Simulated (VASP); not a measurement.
Wanted: the native input for a VASP 6.6.1 run.

```
Task                   : single point
Functional             : PBEsol
Potentials or basis    : VASP PAW PBE potentials, release 64 (Ge_d)
Cutoff                 : 520 eV
k mesh                 : 4 × 4 × 4, shifted
Occupations            : gaussian, width 0.1 eV
Spin                   : no spin polarisation
Dipole correction      : no
Further INCAR settings : LREAL = Auto; ALGO = Fast; EDIFF = 1e-06; NBANDS = 126; ISYM = 0
```

The structure of Ge lies in POSCAR:

```
Ge
1.0
    3.7970528725      0.0000000000     -6.2493425330
    3.7970528725      0.0000000000      6.2493425330
   -3.7970528725     -6.5766884943      0.0000000000
Ge
16
Direct
    0.9644257220      0.0355742780      0.5000000000
    0.4644257220      0.5355742780      0.5000000000
    0.9644257220      0.0355742780      1.0000000000
    0.4644257220      0.5355742780      1.0000000000
    0.7144257220      0.2855742780      0.0000000000
    0.2144257220      0.7855742780      0.0000000000
    0.7144257220      0.2855742780      0.5000000000
    0.2144257220      0.7855742780      0.5000000000
    0.4227576113      0.2439090553      0.1666666667
    0.9227576113      0.7439090553      0.1666666667
    0.4227576113      0.2439090553      0.6666666667
    0.9227576113      0.7439090553      0.6666666667
    0.0060909447      0.3272423887      0.3333333333
    0.5060909447      0.8272423887      0.3333333333
    0.0060909447      0.3272423887      0.8333333333
    0.5060909447      0.8272423887      0.8333333333
```

This isn't the form of Ge at room conditions, which is diamond.

The input as run:

INCAR

```
SYSTEM = Ge
  PREC = Accurate
  ENCUT = 520
  EDIFF = 1E-6
  ISMEAR = 0
  SIGMA = 0.1
  LREAL = Auto
  LASPH = .True.
  NELM = 60
  ALGO = Fast
  ISIF = 2
  LWAVE = .False.
  LCHARG = .False.
  GGA = PS
  NBANDS = 126
  ISYM = 0
```

KPOINTS

```
Automatic mesh
0
Gamma
  4 4 4
  0.5 0.5 0.5
```

Potentials or basis: VASP PAW PBE potentials, release 64 (Ge_d).

Launch:

```console
$ cat potpaw_PBE.64/Ge_d/POTCAR > POTCAR
$ mpirun -np 1 vasp_std > vasp.out
```

It gave:

```json
{
  "Pressure": "-0.1 GPa",
  "Largest force": "0.016 eV/Å",
  "Band gap on the k mesh": "zero (bands 112 and 113 overlap by 1.23 eV)"
}
```

Caveat: the PAW data sets were made with another functional, which shifts forces and pressure a little.

Run time: 46 min on 1 thread of Oxide Virtual Turin-like Processor (shared host), peak memory 0.83 GiB.
